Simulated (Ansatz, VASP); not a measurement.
## SnTe in VASP and in Ansatz

```
CELL_PARAMETERS angstrom
0.00000 3.19138 2.97292
3.19138 0.00000 2.97292
3.19138 3.19138 0.00000
ATOMIC_POSITIONS crystal
Sn 0.02726 0.97274 0.97274
Te 0.47464 0.52536 0.52536
```

Change from the starting cell: mode 4 frozen in at -0.170 Å, strain +e along z and -e/2 along x and y -0.0467.

Alike in both runs: task single point; functional LDA; k mesh 10 × 10 × 10; occupations gaussian, width 0.03 eV; no spin polarisation.

```csv
,VASP,Ansatz
version,VASP 6.6.1,Ansatz 0.2.0
potentials or method,"VASP PAW LDA potentials, release 64 (Sn_d, Te), cutoff 520 eV","scalar-relativistic, plane waves, PAW"
valence electrons in the cell,20,30
```

|  | VASP | Ansatz | Ansatz less VASP |
| --- | --- | --- | --- |
| gap on the k mesh at the Fermi level (eV) | 0.23 | 0.24 | +0.017 |
| least direct gap on the mesh (eV) | 0.40 | 0.41 | +0.012 |
| pressure (GPa) | 2.3 | 2.2 | -0.04 |
| traceless stress, the component that is largest in VASP (GPa) | 6.09 | 6.06 | -0.030 |
| rms of the force components (eV/Å) | 0.247 | 0.237 | -0.0103 |

LDA's correlation is that of Perdew and Zunger in VASP and of Perdew and Wang (1992) in Ansatz. Atom by atom the forces differ by 0.010 eV/Å (rms over components). VASP's potentials hold 20 valence electrons a cell and Ansatz's 30, so a difference there can come from the potentials and not from the codes.

Spin-orbit coupling is off throughout.
